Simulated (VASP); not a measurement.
Set up this calculation in VASP 6.6.1, as the native input.

```yaml
Task: single point
Functional: PBE
Potentials_or_basis: VASP PAW PBE potentials, release 64 (C)
Cutoff: 520 eV
k_mesh: 31 × 31 × 31
Occupations: fermi-dirac, width 0.0612256 eV
Spin: no spin polarisation
Dipole_correction: no
Further_INCAR_settings: ALGO = Normal; EDIFF = 1e-07; NBANDS = 8
```

The structure of C lies in POSCAR:

```
C
1.0
    1.7402989533      0.0000000000      0.0000000000
    0.0000000000      1.7402989533      0.0000000000
    0.0000000000      0.0000000000      1.7402989533
C
1
Direct
    0.0000000000      0.0000000000      0.0000000000
```

The input as run:

INCAR

```
PREC = Accurate ; ENCUT = 520
EDIFF = 1E-7 ; ISMEAR = -1
SIGMA = 0.06122561905347299 ; LREAL = F
LASPH = T ; NELM = 60
ALGO = Normal ; ISIF = 2
LWAVE = F ; LCHARG = T
GGA = PE ; LELF = T
LVHAR = T ; NBANDS = 8
```

KPOINTS

```
regular mesh
0
Gamma
  31 31 31
```

Potentials or basis: VASP PAW PBE potentials, release 64 (C).

Launch:

```console
$ cat potpaw_PBE.64/C/POTCAR > POTCAR
$ mpirun -np 1 vasp_std > vasp.out
```

It gave:

```yaml
Pressure: 21.3 GPa
Band_gap_on_the_k_mesh: zero (bands 2 and 3 overlap by 12.11 eV)
```

Caveat: the cell stands under pressure.

Wall time 26 s on 1 thread of Intel Xeon 8259CL, with other jobs on the host, peak memory 0.13 GiB.
